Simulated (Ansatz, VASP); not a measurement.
## Sc: VASP beside Ansatz

INCAR

```
ALGO = Normal ; EDIFF = 1E-8
ENCUT = 520 ; ISIF = 2
ISMEAR = -1 ; LASPH = T
LCHARG = F ; LEFG = T
LREAL = F ; LWAVE = F
NBANDS = 12 ; NELM = 100
PREC = Accurate ; SIGMA = 0.03
```

KPOINTS

```
k-points
0
Gamma
  13 13 13
```

POSCAR

```
Sc
1.0
   -1.9548072966      1.9548072966      1.7512900426
    1.9548072966     -1.9548072966      1.7512900426
    1.9548072966      1.9548072966     -1.7512900426
Sc
1
Direct
    0.0000000000      0.0000000000      0.0000000000
```

Input for Ansatz:

```yaml
crystal:
  lattice:
    - [-1.9548072966, 1.9548072966, 1.7512900426]
    - [1.9548072966, -1.9548072966, 1.7512900426]
    - [1.9548072966, 1.9548072966, -1.7512900426]
  atoms:
    - { symbol: Sc, position: [0.0, 0.0, 0.0] }
kpoints:
  mp_grid: { grid: [13, 13, 13] }
scf:
  occupations: { method: fermi_dirac, width: 0.03 }
hamiltonian:
  xc: lda
  pseudopotentials: { kind: paw }
output:
  forces: true
  stress: true
  eigenvalues: true
  efg: { contact_densities: true }
```

Change from the starting cell: volume scaled by 1.06, PAW files.

Alike in both runs: task electric field gradients; functional LDA; k mesh 13 × 13 × 13; occupations fermi-dirac, width 0.03 eV; no spin polarisation.

```csv
,VASP,Ansatz
version,VASP 6.6.1,Ansatz 0.2.0
potentials or method,"VASP PAW LDA potentials, release 64 (Sc_sv)","PAW with Ansatz's default frozen-core files, scalar-relativistic"
plane-wave cutoff (eV),520,420
valence electrons in the cell,11,11
```

Ansatz gave:

```
pressure (GPa)                                                : -7.5
traceless stress, the component that is largest in VASP (GPa) : 0.18
size of Vzz on the site where it differs most (V/Å²)          : 7.3
```

Which values does VASP return?

Pressure (GPa): -7.5; traceless stress, the component that is largest in VASP (GPa): 0.18; size of Vzz on the site where it differs most (V/Å²): 8.3.

LDA's correlation is that of Perdew and Zunger in VASP and of Perdew and Wang (1992) in Ansatz.
